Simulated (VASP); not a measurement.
Write the native input for VASP 6.6.1 that does the following.

| Property | Result |
| --- | --- |
| Task | single point |
| Functional | PBE |
| Potentials or basis | VASP PAW PBE potentials, release 64 (Re_sv_GW, Zn) |
| Cutoff | 500 eV |
| k mesh | 9 × 9 × 5 |
| Occupations | fermi-dirac, width 0.05 eV |
| Spin | no spin polarisation |
| Dipole correction | no |
| Second run | valence_matched |
| Further INCAR settings | ALGO = Normal; EDIFF = 1e-06; NBANDS = 20 |

The structure of ZnRe lies in POSCAR:

```
ZnRe
1.0
    2.7482183437      0.0000000000      0.0000000000
   -1.3741091718      2.3800269008      0.0000000000
    0.0000000000      0.0000000000      4.6738286400
Re Zn
1 1
Direct
    0.3333333333      0.6666666667      0.5000000000
    0.0000000000      0.0000000000      0.0000000000
```

These files were run (other wordings do the same):

INCAR

```
SYSTEM = ZnRe
PREC = Accurate ; ENCUT = 500
EDIFF = 1E-6 ; ISMEAR = -1
SIGMA = 0.05 ; LREAL = .False.
LASPH = .True. ; NELM = 120
ALGO = Normal ; ISIF = 2
LWAVE = .False. ; LCHARG = .False.
GGA = PE ; NBANDS = 20
GGA_COMPAT = .False.
```

KPOINTS

```
Automatic mesh
0
Gamma
  9 9 5
  0 0 0
```

Potentials or basis: VASP PAW PBE potentials, release 64 (Re_sv_GW, Zn).

Run with:

```bash
$ cat potpaw_PBE.64/Re_sv_GW/POTCAR potpaw_PBE.64/Zn/POTCAR > POTCAR
$ mpirun -np 1 vasp_std > vasp.out
```

It gave:

| Item | Value |
| --- | --- |
| Pressure | -8.5 GPa |

Wall time 13 s on 1 thread of Intel(R) Xeon(R) Platinum 8559C (Emerald Rapids), on a shared host, peak memory 0.16 GiB.
